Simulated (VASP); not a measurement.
## WC: single point with r2SCAN

WC:

```
W C
1.0
     2.91187    0.00000    0.00000
    -1.45593    2.52175    0.00000
     0.00000    0.00000    2.83694
W C
1 1
Direct
  0.00000 0.00000 0.00000
  0.66667 0.33333 0.50000
```

```yaml
Program: VASP 6.6.1
Task: single point
Functional: r2SCAN
Potentials_or_basis: VASP PAW PBE potentials, release 64 (W_sv, C_h)
Cutoff: 1430 eV
k_mesh: 14 × 14 × 12
Occupations: tetrahedron
Spin: no spin polarisation
Dipole_correction: no
Further_INCAR_settings: ALGO = Normal; EDIFF = 1e-06; NBANDS = 16
```

```json
{
  "Pressure": "1.9 GPa",
  "Band gap on the k mesh": "zero (bands 9 and 10 overlap by 1.34 eV)"
}
```

Stress tensor (GPa, compression positive):
```
1.86 0.00 0.00
0.00 1.86 0.00
0.00 0.00 1.99
```

Levels at points of the mesh, in eV from the Fermi level:
```
           k point  band 6  band 7  band 8  band 9  band 10  band 11  band 12  band 13
(0.00, 0.00, 0.00)   -4.42   -3.43   -3.43    0.16     3.45     3.45     5.99     5.99
(0.50, 0.00, 0.00)   -7.27   -3.68   -3.63   -0.46     2.53     4.75     5.12     7.32
(0.00, 0.00, 0.50)   -8.94   -2.05   -2.05   -0.52    -0.52     3.88     4.88     4.88
(0.50, 0.00, 0.50)   -6.65   -4.43   -4.31    0.26     4.62     5.51     6.99     9.68
```

It took 3.8 min on 1 thread of Intel(R) Xeon(R) Platinum 8559C (Emerald Rapids), on a shared host, peak memory 0.41 GiB.

Caveat: the PAW data sets were made with another functional, which shifts forces and pressure a little; spin-orbit coupling is left out, which moves the levels of the heavy elements; tetrahedron occupations give inexact forces and stress in metals.
